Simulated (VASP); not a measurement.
Runs of VASP 6.6.1 on MgO. The structure is that of space group Fm-3m (No. 225), or close to it. The cells are those of the table. 

```csv
task,cell,k mesh,cutoff (eV),smearing,gap on the mesh (eV),pressure (GPa)
single point,"a = 2.987, b = 2.987, c = 2.980 Å, angles 60.1, 60.1, 59.8°, 2 atoms",10 × 10 × 10,520,gaussian 0.01 eV,(b),-1.3
single point,"a = 2.973 Å, angles 60.3°, 2 atoms",10 × 10 × 10,520,gaussian 0.01 eV,(a),-0.5
single point,"a = 2.995 Å, angles 60.0°, 2 atoms",10 × 10 × 10,520,gaussian 0.01 eV,4.48,-2.8
single point,"a = 2.980 Å, angles 60.0°, 2 atoms",10 × 10 × 10,520,gaussian 0.01 eV,4.62,-0.5
relaxation of cell and atoms,"relaxed from a = 2.982 Å, angles 60.0°, 2 atoms",16 × 16 × 16,600,fermi-dirac 0.1 eV,4.66,0.0
single point,"a = 2.980 Å, angles 60.0°, 2 atoms",16 × 16 × 16,520,fermi-dirac 0.1 eV,4.62,-0.5
single point,"a = 2.973, b = 2.973, c = 2.980 Å, angles 59.9, 59.9, 60.2°, 2 atoms",10 × 10 × 10,520,gaussian 0.01 eV,4.66,0.3
```

Alike in all rows: level PBEsol; potentials or basis VASP PAW PBE potentials, release 64 (Mg, O); no spin polarisation.

Problem. Estimate the missing entries.

Solution. (a) 4.58; (b) 4.56.

Caveats: the PAW data sets were made with another functional, which shifts forces and pressure a little.

A k mesh can miss the band edges.
